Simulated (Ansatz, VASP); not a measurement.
## One calculation of MgO, two programs

```
Mg O
1.0
     0.00000    2.17900    2.17900
     2.17900    0.00000    2.17900
     2.17900    2.17900    0.00000
Mg O
1 1
Direct
  0.00000 0.00000 0.00000
  0.50000 0.50000 0.50000
```

Alike in both runs: task single point; functional r2SCAN; k mesh 8 × 8 × 8; occupations gaussian, width 0.02 eV; no spin polarisation.

```csv
,VASP,Ansatz
version,VASP 6.6.1,Ansatz 0.2.0
potentials or method,"VASP PAW PBE potentials, release 64 (Mg, O), cutoff 520 eV","PAW, plane waves, scalar-relativistic"
valence electrons in the cell,8,16
```

|  | VASP | Ansatz | Ansatz less VASP |
| --- | --- | --- | --- |
| gap on the k mesh at the Fermi level (eV) | 4.63 | 4.66 | +0.025 |
| pressure (GPa) | -15.5 | -14.4 | +1.05 |

VASP's potentials were made for PBE, not for r2SCAN. VASP's potentials hold 8 valence electrons a cell and Ansatz's 16, so a difference there can come from the potentials and not from the codes.
